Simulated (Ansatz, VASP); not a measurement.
Na2S in VASP and in Ansatz

INCAR

```
SYSTEM = Na2S
PREC     = Accurate       ! precision mode
ENCUT    = 500            ! plane-wave cutoff, eV
EDIFF    = 1E-6           ! SCF threshold, eV
ISMEAR   = 0              ! smearing method
SIGMA    = 0.01           ! smearing width, eV
LREAL    = .FALSE.        ! projectors in reciprocal space
LASPH    = .TRUE.         ! aspherical terms in the spheres
NELM     = 120            ! most SCF steps
ALGO     = Normal         ! electronic algorithm
ISIF     = 2              ! what is computed and relaxed
LWAVE    = .FALSE.        ! write WAVECAR
LCHARG   = .FALSE.        ! write CHGCAR
GGA      = PE             ! functional
NBANDS   = 17             ! bands
GGA_COMPAT= .FALSE.
```

File KPOINTS:

```
Automatic mesh
0
G
  5 5 5
  0 0 0
```

POSCAR

```
Na2S
1.0
    0.0000000000      3.3585637569      3.3585637569
    3.3585637569      0.0000000000      3.3585637569
    3.3585637569      3.3585637569      0.0000000000
Na S
2 1
Direct
    0.2500000000      0.2500000000      0.2500000000
    0.7500000000      0.7500000000      0.7500000000
    0.0000000000      0.0000000000      0.0000000000
```

Input for Ansatz:

```yaml
crystal:
  lattice:
    - [0.0, 3.3585637568677003, 3.3585637568677003]
    - [3.3585637568677003, 0.0, 3.3585637568677003]
    - [3.3585637568677003, 3.3585637568677003, 0.0]
  atoms:
    - { symbol: Na, position: [0.25, 0.25, 0.25] }
    - { symbol: Na, position: [0.75, 0.75, 0.75] }
    - { symbol: S, position: [0.0, 0.0, 0.0] }
basis:
  ecutwfc: 500.0
kpoints:
  mp_grid:
    grid: [5, 5, 5]
hamiltonian:
  xc: pbe
  pseudopotentials:
    kind: paw
scf:
  occupations:
    method: fixed
output:
  stress: true
```

Alike in both runs: task single point; functional PBE; k mesh 5 × 5 × 5; no spin polarisation.

|  | VASP | Ansatz |
| --- | --- | --- |
| version | VASP 6.6.1 | Ansatz 0.2.0 |
| potentials or method | VASP PAW PBE potentials, release 64 (Na_pv, S), cutoff 500 eV | plane waves, PAW |
| occupations | gaussian, width 0.01 eV | fixed |
| valence electrons in the cell | 20 | 24 |

```csv
,VASP,Ansatz,Ansatz less VASP
pressure (GPa),-1.6,-1.6,+0.01
```

VASP's potentials hold 20 valence electrons a cell and Ansatz's 24, so a difference there can come from the potentials and not from the codes.
